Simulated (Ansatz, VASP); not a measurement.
Two plane-wave programs on Au3C

```
Au C
1.0
     2.94020    0.00000    0.00000
    -1.47010    2.54629    0.00000
     0.00000    0.00000   21.89749
Au C
3 1
Direct
  0.66667 0.33333 0.18267
  0.33333 0.66667 0.29452
  0.00000 0.00000 0.40632
  0.66667 0.33333 0.49355
```

Alike in both runs: task single point; functional PBE; k mesh 9 × 9 × 1; occupations gaussian, width 0.1 eV; no spin polarisation.

```csv
,VASP,Ansatz
version,VASP 6.6.1,Ansatz 0.2.0
potentials or method,"VASP PAW PBE potentials, release 64 (Au, C), cutoff 520 eV","scalar-relativistic, plane waves, PAW"
valence electrons in the cell,37,61
```

VASP gave:

* gap on the k mesh at the Fermi level (eV): none
* rms of the force components (eV/Å): 0.697

**Question.** Estimate Ansatz's values.

**Answer.** gap on the k mesh at the Fermi level (eV): none; rms of the force components (eV/Å): 0.700.

Atom by atom the forces differ by 0.004 eV/Å (rms over components). A gap of «none» marks a metal or a gap that the smearing closes. VASP's potentials hold 37 valence electrons a cell and Ansatz's 61, so a difference there can come from the potentials and not from the codes. Ansatz's warnings: xc potential rough in thin density.

Neither program's run includes spin-orbit coupling.
